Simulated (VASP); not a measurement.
# LiH (P6_3/mmc) in VASP: further runs

Runs on LiH. Level: PBE. Tasks: single point.

All numbers are computed with VASP 6.6.1; they aren't measurements. Logs are shortened: lines on timing, memory, paths and dates and some standing lists are left out, and cuts for length are marked.

### 1 The cell of the first run

The structure is hexagonal, space group P6_3/mmc (No. 194). The conventional cell has a = 3.143 Å, b = 3.143 Å, c = 3.928 Å, α = 90.00°, β = 90.00°, γ = 120.00°. Li (site symmetry -6m2) has 5 H at 1.81 to 1.96 Å within 2.4 Å. Within 2.4 Å of H (site symmetry -6m2) lie 5 Li at 1.81 to 1.96 Å.

### 2 Single point, PBE (volume changed by -10%)

The input, INCAR:

```
PREC     = Accurate       # precision mode
ENCUT    = 520            # plane-wave cutoff, eV
EDIFF    = 1E-7           # SCF threshold, eV
ISMEAR   = 0              # smearing method
SIGMA    = 0.01           # smearing width, eV
LREAL    = False          # projectors in reciprocal space
LASPH    = True           # aspherical terms in the spheres
NELM     = 60             # most SCF steps
ALGO     = Normal         # electronic algorithm
ISIF     = 2              # what is computed and relaxed
LWAVE    = False          # write WAVECAR
LCHARG   = False          # write CHGCAR
GGA      = PE             # functional
NBANDS   = 12             # bands
```

The input, KPOINTS:

```
regular mesh
0
Gamma
  6 6 4
```

The input, POSCAR:

```
LiH
1.0
    3.1434662270      0.0000000000      0.0000000000
   -1.5717331135      2.7223216085      0.0000000000
    0.0000000000      0.0000000000      3.9280400400
Li H
2 2
Direct
    0.3333333333      0.6666666667     -0.0625092939
    0.6666666667      0.3333333333      0.4374907061
    0.3333333333      0.6666666667      0.4375092939
    0.6666666667      0.3333333333      0.9375092939
```

Potentials or basis: VASP PAW PBE potentials, release 64 (Li_sv, H).

Started as:

```sh
$ cat potpaw_PBE.64/Li_sv/POTCAR potpaw_PBE.64/H/POTCAR > POTCAR
$ mpirun -np 1 vasp_std > vasp.out
```

OUTCAR:

```text
PREC = Accurate
   ENCUT = 520
   EDIFF = 1E-7
   ISMEAR = 0
   LREAL = False
   LASPH = True
   NELM = 60
   ISIF = 2
   GGA = PE

 ion  position               nearest neighbor table
   1  0.333  0.667  0.937-
   2  0.667  0.333  0.437-
   3  0.333  0.667  0.438-
   4  0.667  0.333  0.938-

  LATTYP: Found a hexagonal cell.
 ALAT       =     3.1434662270
 C/A-ratio  =     1.2495887521

  Lattice vectors:

 A1 = (   3.1434662270,   0.0000000000,   0.0000000000)
 A2 = (  -1.5717331135,   2.7223216085,   0.0000000000)
 A3 = (   0.0000000000,   0.0000000000,   3.9280400400)

Analysis of symmetry for initial positions (statically):
=====================================================================
 Subroutine PRICEL returns:
 Original cell was already a primitive cell.

 Routine SETGRP: Setting up the symmetry group for a
 hexagonal supercell.

 Subroutine GETGRP returns: Found 12 space group operations
 (whereof  6 operations were pure point group operations)
 out of a pool of 24 trial point group operations.

The static configuration has the point symmetry C_3v.
 The point group associated with its full space group is C_6v.

Analysis of symmetry for dynamics (positions and initial velocities):
=====================================================================
 Subroutine PRICEL returns:
 Original cell was already a primitive cell.

 Routine SETGRP: Setting up the symmetry group for a
 hexagonal supercell.

 Subroutine GETGRP returns: Found 12 space group operations
 (whereof  6 operations were pure point group operations)
 out of a pool of 24 trial point group operations.

The dynamic configuration has the point symmetry C_3v.
 The point group associated with its full space group is C_6v.

 Subroutine INISYM returns: Found 12 space group operations
 (whereof  6 operations are pure point group operations),
 and found     1 'primitive' translations

----------------------------------------------------------------------------------------

                                     Primitive cell

  volume of cell :      33.6143

  direct lattice vectors                    reciprocal lattice vectors
     3.143466227  0.000000000  0.000000000     0.318120167  0.183666764  0.000000000
    -1.571733113  2.722321609  0.000000000     0.000000000  0.367333528  0.000000000
[... 95 lines left out ...]
   PSTRESS=    0.0 pullay stress
   NELECT =       8.0000    total number of electrons
   NUPDOWN=      -1.0000    fix difference up-down
   EMIN   =  10.00;   EMAX   =-10.00  energy-range for DOS
   EFERMI =   0.00;   METHOD = LEGACY
   ISMEAR =     0;   SIGMA  =   0.01  broadening in eV -4-tet -1-fermi 0-gaus
   EFERMI_NEDOS =   21; number of points for ismear=-14 and -15
   IALGO  =     38    algorithm
   IMIX   =      4    mixing-type and parameters
     AMIX     =   0.40;   BMIX     =  1.00
     AMIX_MAG =   1.60;   BMIX_MAG =  1.00
  volume/ion in A,a.u.               =       8.40        56.71
  Fermi-wavevector in a.u.,A,eV,Ry     =   1.014527  1.917177 14.003991  1.029264
  Thomas-Fermi vector in A             =   2.147759
   LORBIT       =      0    0 simple, 1 ext, 2 COOP (PROOUT), +10 PAW based schemes
   GGA     = PE    functional components
   LHFCALC =     F    Hartree Fock is set to
   AEXX    =    0.0000 exact exchange contribution
   IVDW    =     0    specifies the selected vdW correction
   LEPSILON=     F    determine dielectric tensor
   LRPA    =     F    only Hartree local field effects (RPA)
 non-spin polarized calculation
 Gauss-broadening in eV      SIGMA  =   0.01
  energy-cutoff  :      520.00
  volume of cell :       33.61
 maximum number of plane-waves:       921
 NGX is ok and might be reduce to    24
   NGX = 11   NGY = 11   NGZ = 15

 number of electron       8.0000003 magnetization

 Free energy of the ion-electron system (eV)
  ---------------------------------------------------
  ext. energy  EPLUGINS =         0.00000000
  ---------------------------------------------------
  free energy    TOTEN  =       -12.11698961 eV

  energy without entropy =      -12.11698961  energy(sigma->0) =      -12.11698961

 E-fermi :   0.4477     XC(G=0):  -8.2099

 val. band max:        0.3389981097   @ k =   0.0000   0.0000   0.0000
 cond. band min:       1.9469914936   @ k =   0.3333   0.3333   0.0000
 fundamental gap:      1.6079933839
 Fermi energy:         0.4477009289

 k-point     1 :       0.0000    0.0000    0.0000
  band No.  band energies     occupation
      1     -44.2350      2.00000
      2     -44.1510      2.00000
      3      -5.3045      2.00000
      4       0.3390      2.00000
      5       3.3190      0.00000
      6      11.5463      0.00000
      7      11.5463      0.00000
      8      12.4172      0.00000
      9      14.3841      0.00000
     10      14.3841      0.00000
     11      16.5398      0.00000
     12      19.1896      0.00000
[... 286 lines left out ...]
 k-point    21 :       0.3333    0.3333    0.5000
  band No.  band energies     occupation
      1     -44.1799      2.00000
      2     -44.1799      2.00000
      3      -2.0728      2.00000
      4      -2.0728      2.00000
      5       4.3518      0.00000
      6       4.3518      0.00000
      7       7.8723      0.00000
      8       7.8723      0.00000
      9      16.2980      0.00000
     10      16.2980      0.00000
     11      19.1867      0.00000
     12      19.1867      0.00000

------------------------ aborting loop because EDIFF is reached ----------------------------------------

  FORCE on cell =-STRESS in cart. coord.  units (eV):
  Direction    XX          YY          ZZ          XY          YZ          ZX
  --------------------------------------------------------------------------------------
  -------------------------------------------------------------------------------------
  Total        0.7593774      0.7593774      0.7702330      0.0000000      0.0000000      0.0000000
  in kB       36.1946279     36.1946279     36.7120431      0.0000000      0.0000000      0.0000000
  external PRESSURE =      36.3670997 kB  Pullay stress =       0.0000000 kB

 VOLUME and BASIS-vectors are now :
 -----------------------------------------------------------------------------
  energy-cutoff  :      520.00
  volume of cell :       33.61
      direct lattice vectors                 reciprocal lattice vectors
     3.143466227  0.000000000  0.000000000     0.318120167  0.183666764  0.000000000
    -1.571733113  2.722321609  0.000000000     0.000000000  0.367333528  0.000000000
     0.000000000  0.000000000  3.928040040     0.000000000  0.000000000  0.254579890

 POSITION                                       TOTAL-FORCE (eV/Angst)
 -----------------------------------------------------------------------------------
     -0.00000      1.81488      3.68250         0.000000      0.000000      0.000181
      1.57173      0.90744      1.71848        -0.000000      0.000000      0.000181
     -0.00000      1.81488      1.71855         0.000000      0.000000     -0.000181
      1.57173      0.90744      3.68257         0.000000     -0.000000     -0.000181
 -----------------------------------------------------------------------------------
    total drift:                                0.000000      0.000001      0.000363

  FREE ENERGIE OF THE ION-ELECTRON SYSTEM (eV)
  ---------------------------------------------------
  free  energy   TOTEN  =       -12.1169896118 eV

  energy  without entropy=      -12.1169896118  energy(sigma->0) =      -12.11698961
```

OSZICAR:

```text
N       E                     dE             d eps       ncg     rms          rms(c)
DAV:   1     0.243734023659E+02    0.24373E+02   -0.38768E+03   504   0.688E+02
DAV:   2    -0.823909210921E+01   -0.32612E+02   -0.32007E+02   620   0.158E+02
DAV:   3    -0.127704103512E+02   -0.45313E+01   -0.44983E+01   916   0.391E+01
DAV:   4    -0.128071517556E+02   -0.36741E-01   -0.36736E-01   632   0.507E+00
DAV:   5    -0.128075377680E+02   -0.38601E-03   -0.38601E-03   688   0.370E-01    0.465E+00
DAV:   6    -0.122735797367E+02    0.53396E+00   -0.31324E-01   596   0.208E+00    0.232E+00
DAV:   7    -0.121078309495E+02    0.16575E+00   -0.42328E-01   608   0.266E+00    0.408E-01
DAV:   8    -0.121172399608E+02   -0.94090E-02   -0.25755E-02   616   0.963E-01    0.123E-01
DAV:   9    -0.121169886327E+02    0.25133E-03   -0.68303E-04   664   0.142E-01    0.226E-02
DAV:  10    -0.121169938572E+02   -0.52245E-05   -0.64172E-05   600   0.553E-02    0.143E-02
DAV:  11    -0.121169900946E+02    0.37626E-05   -0.62377E-06   644   0.152E-02    0.271E-03
DAV:  12    -0.121169896101E+02    0.48452E-06   -0.52984E-07   628   0.431E-03    0.764E-04
DAV:  13    -0.121169896118E+02   -0.17105E-08   -0.16875E-08   336   0.103E-03
   1 F= -.12116990E+02 E0= -.12116990E+02  d E =-.188587E-55
```

It took 4.7 s on 1 thread of Intel Xeon 6975P-C (Granite Rapids), shared host; peak memory 0.13 GiB.

What came out:

| Property | Result |
| --- | --- |
| Free energy | -12.1170 eV |
| Band gap on the k mesh | 1.61 eV, indirect (least direct gap 2.98 eV) |

Caveat: the cell differs from its parent crystal (volume changed by -10%); the cutoff is under 1.25 times the usual one of these potentials, so pressure, stress and relaxed cells hold a basis-set (Pulay) error.

### 3 Single point, PBE (volume changed by -5%)

The input, INCAR:

```
  PREC = Accurate
  ENCUT = 520
  EDIFF = 1E-7
  ISMEAR = 0
  SIGMA = 0.01
  LREAL = False
  LASPH = True
  NELM = 60
  ALGO = Normal
  ISIF = 2
  LWAVE = False
  LCHARG = True
  GGA = PE
  LELF = True
  LVHAR = True
  NBANDS = 12
```

The input, KPOINTS:

```
Automatic mesh
0
Gamma
  6 6 4
```

The input, POSCAR:

```
LiH
1.0
    3.2006326459      0.0000000000      0.0000000000
   -1.6003163229      2.7718291795      0.0000000000
    0.0000000000      0.0000000000      3.9994745541
Li H
2 2
Direct
    0.3333333333      0.6666666667     -0.0625092939
    0.6666666667      0.3333333333      0.4374907061
    0.3333333333      0.6666666667      0.4375092939
    0.6666666667      0.3333333333      0.9375092939
```

Potentials or basis: VASP PAW PBE potentials, release 64 (Li_sv, H).

Started as:

```sh
$ cat potpaw_PBE.64/Li_sv/POTCAR potpaw_PBE.64/H/POTCAR > POTCAR
$ mpirun -np 1 vasp_std > vasp.out
```

It took 4 s on 1 thread of Intel Xeon 6975P-C (Granite Rapids), shared host; peak memory 0.13 GiB.

It converged, with:

```yaml
Free_energy: -12.1493 eV
Band_gap_on_the_k_mesh: 1.72 eV, indirect (least direct gap 3.03 eV)
```

Levels at points of the mesh, in eV from the valence-band top:
| k point | band 2 | band 3 | band 4 | band 5 | band 6 | band 7 |
| --- | --- | --- | --- | --- | --- | --- |
| (0.00, 0.00, 0.00) | -44.53 | -5.43 | 0.00 | 3.03 | 10.93 | 10.93 |
| (0.50, 0.00, 0.00) | -44.54 | -2.92 | -2.19 | 4.54 | 6.87 | 7.42 |
| (0.00, 0.00, 0.50) | -44.56 | -3.89 | -3.89 | 9.85 | 9.85 | 13.03 |
| (0.50, 0.00, 0.50) | -44.55 | -2.56 | -2.56 | 4.33 | 4.33 | 9.68 |

Caveat: the cell differs from its parent crystal (volume changed by -5%); the cutoff is under 1.25 times the usual one of these potentials, so pressure, stress and relaxed cells hold a basis-set (Pulay) error.

### 4 Single point, PBE

This run uses another cell than the first one, of 9.34 Å³/atom, 1.111 times its volume.

The input, INCAR:

```
SYSTEM = LiH
PREC = Accurate
ENCUT = 520
EDIFF = 1E-7
ISMEAR = 0
SIGMA = 0.01
LREAL = .False.
LASPH = .True.
NELM = 80
ALGO = Normal
ISIF = 2
LWAVE = .False.
LCHARG = .True.
GGA = PE
LELF = .True.
LVHAR = .True.
NBANDS = 12
```

The input, KPOINTS:

```
regular mesh
0
Gamma
  6 6 4
  0 0 0
```

The input, POSCAR:

```
LiH
1.0
    3.2558268139      0.0000000000      0.0000000000
   -1.6279134070      2.8196287312      0.0000000000
    0.0000000000      0.0000000000      4.0684445657
Li H
2 2
Direct
    0.3333333333      0.6666666667     -0.0625092939
    0.6666666667      0.3333333333      0.4374907061
    0.3333333333      0.6666666667      0.4375092939
    0.6666666667      0.3333333333      0.9375092939
```

Started as:

```sh
$ cat potpaw_PBE.64/Li_sv/POTCAR potpaw_PBE.64/H/POTCAR > POTCAR
$ mpirun -np 1 vasp_std > vasp.out
```

Wall time 4.1 s (1 thread of Intel Xeon 6975P-C (Granite Rapids), shared host); peak memory 0.14 GiB.

The run converged. Its results:

| Property | Result |
| --- | --- |
| Free energy | -12.1595 eV |
| Band gap on the k mesh | 1.83 eV, indirect (least direct gap 3.07 eV) |

Levels at points of the mesh, in eV from the valence-band top:
```tsv
k point	band 2	band 3	band 4	band 5	band 6	band 7
(0.00, 0.00, 0.00)	-44.57	-5.23	0.00	3.07	10.68	10.68
(0.50, 0.00, 0.00)	-44.58	-2.80	-2.06	4.48	6.77	7.30
(0.00, 0.00, 0.50)	-44.60	-3.72	-3.72	9.55	9.55	12.70
(0.50, 0.00, 0.50)	-44.59	-2.43	-2.43	4.29	4.29	9.48
```

Caveat: the cutoff is under 1.25 times the usual one of these potentials, so pressure, stress and relaxed cells hold a basis-set (Pulay) error.

### 5 Single point, PBE (volume changed by +5%)

The input, INCAR:

```
ALGO     = Normal         # electronic algorithm
EDIFF    = 1E-6           # SCF threshold, eV
ENCUT    = 520            # plane-wave cutoff, eV
GGA      = PE             # functional
ISIF     = 2              # what is computed and relaxed
ISMEAR   = 0              # smearing method
LASPH    = True           # aspherical terms in the spheres
LCHARG   = True           # write CHGCAR
LELF     = True           # ELF
LREAL    = False          # projectors in reciprocal space
LVHAR    = True         
LWAVE    = False          # write WAVECAR
NBANDS   = 12             # bands
NELM     = 60             # most SCF steps
PREC     = Accurate       # precision mode
SIGMA    = 0.01           # smearing width, eV
```

The input, KPOINTS:

```
k-points
0
Gamma
  6 6 4
```

The input, POSCAR:

```
LiH
1.0
    3.3092105121      0.0000000000      0.0000000000
   -1.6546052561      2.8658603700      0.0000000000
    0.0000000000      0.0000000000      4.1351522345
Li H
2 2
Direct
    0.3333333333      0.6666666667     -0.0625092939
    0.6666666667      0.3333333333      0.4374907061
    0.3333333333      0.6666666667      0.4375092939
    0.6666666667      0.3333333333      0.9375092939
```

Started as:

```sh
$ cat potpaw_PBE.64/Li_sv/POTCAR potpaw_PBE.64/H/POTCAR > POTCAR
$ mpirun -np 1 vasp_std > vasp.out
```

Wall time 5.5 s (1 thread of Intel Xeon 6975P-C (Granite Rapids), shared host); peak memory 0.15 GiB.

It converged, with:

```yaml
Free_energy: -12.1521 eV
Band_gap_on_the_k_mesh: 1.92 eV, indirect (least direct gap 3.10 eV)
```

Levels at points of the mesh, in eV from the valence-band top:
```csv
k point,band 2,band 3,band 4,band 5,band 6,band 7
"(0.00, 0.00, 0.00)",-44.62,-5.04,0.00,3.10,10.45,10.45
"(0.50, 0.00, 0.00)",-44.63,-2.69,-1.94,4.42,6.67,7.18
"(0.00, 0.00, 0.50)",-44.64,-3.57,-3.57,9.28,9.28,12.40
"(0.50, 0.00, 0.50)",-44.64,-2.31,-2.31,4.24,4.24,9.30
```

Caveat: the cell differs from its parent crystal (volume changed by +5%); the cutoff is under 1.25 times the usual one of these potentials, so pressure, stress and relaxed cells hold a basis-set (Pulay) error. A k mesh can miss the band edges.

### 6 Single point, PBE (volume changed by +10%)

The input, INCAR:

```
PREC = Accurate
ENCUT = 520
EDIFF = 1E-6
ISMEAR = 0
SIGMA = 0.01
LREAL = False
LASPH = True
NELM = 80
ALGO = Normal
ISIF = 2
LWAVE = False
LCHARG = False
GGA = PE
NBANDS = 12
```

The input, KPOINTS:

```
regular mesh
0
Gamma
  6 6 4
```

The input, POSCAR:

```
LiH
1.0
    3.3609252794      0.0000000000      0.0000000000
   -1.6804626397      2.9106466722      0.0000000000
    0.0000000000      0.0000000000      4.1997744260
Li H
2 2
Direct
    0.3333333333      0.6666666667     -0.0625092939
    0.6666666667      0.3333333333      0.4374907061
    0.3333333333      0.6666666667      0.4375092939
    0.6666666667      0.3333333333      0.9375092939
```

Potentials or basis: VASP PAW PBE potentials, release 64 (Li_sv, H).

Started as:

```sh
$ cat potpaw_PBE.64/Li_sv/POTCAR potpaw_PBE.64/H/POTCAR > POTCAR
$ mpirun -np 1 vasp_std > vasp.out
```

It took 6.6 s on 1 thread of Intel Xeon 6975P-C (Granite Rapids), shared host; peak memory 0.15 GiB.

It converged, with:

```
Free energy            : -12.1305 eV
Band gap on the k mesh : 2.00 eV, indirect (least direct gap 3.13 eV)
```

Levels at points of the mesh, in eV from the valence-band top:
```csv
k point,band 2,band 3,band 4,band 5,band 6,band 7
"(0.00, 0.00, 0.00)",-44.67,-4.87,0.00,3.13,10.23,10.23
"(0.50, 0.00, 0.00)",-44.68,-2.59,-1.83,4.37,6.58,7.08
"(0.00, 0.00, 0.50)",-44.69,-3.43,-3.43,9.02,9.02,12.11
"(0.50, 0.00, 0.50)",-44.69,-2.20,-2.20,4.20,4.20,9.12
```

Caveat: the cell differs from its parent crystal (volume changed by +10%); the cutoff is under 1.25 times the usual one of these potentials, so pressure, stress and relaxed cells hold a basis-set (Pulay) error.

### 7 Overview

| cell | gap on the mesh (eV) |
| --- | --- |
| a = 3.143, b = 3.143, c = 3.928 Å, angles 90.0, 90.0, 120.0°, 4 atoms | 1.61 |
| a = 3.201, b = 3.201, c = 3.999 Å, angles 90.0, 90.0, 120.0°, 4 atoms | 1.72 |
| a = 3.256, b = 3.256, c = 4.068 Å, angles 90.0, 90.0, 120.0°, 4 atoms | 1.83 |
| a = 3.309, b = 3.309, c = 4.135 Å, angles 90.0, 90.0, 120.0°, 4 atoms | 1.92 |
| a = 3.361, b = 3.361, c = 4.200 Å, angles 90.0, 90.0, 120.0°, 4 atoms | 2.00 |

Alike in all rows: task single point; level PBE; potentials or basis VASP PAW PBE potentials, release 64 (Li_sv, H); no spin polarisation; k mesh 6 × 6 × 4; cutoff (eV) 520; smearing gaussian 0.01 eV.

Caveats: the cutoff is under 1.25 times the usual one of these potentials, so pressure, stress and relaxed cells hold a basis-set (Pulay) error.

Total energies depend on the potentials used, so only differences within one code and one set of settings carry meaning.
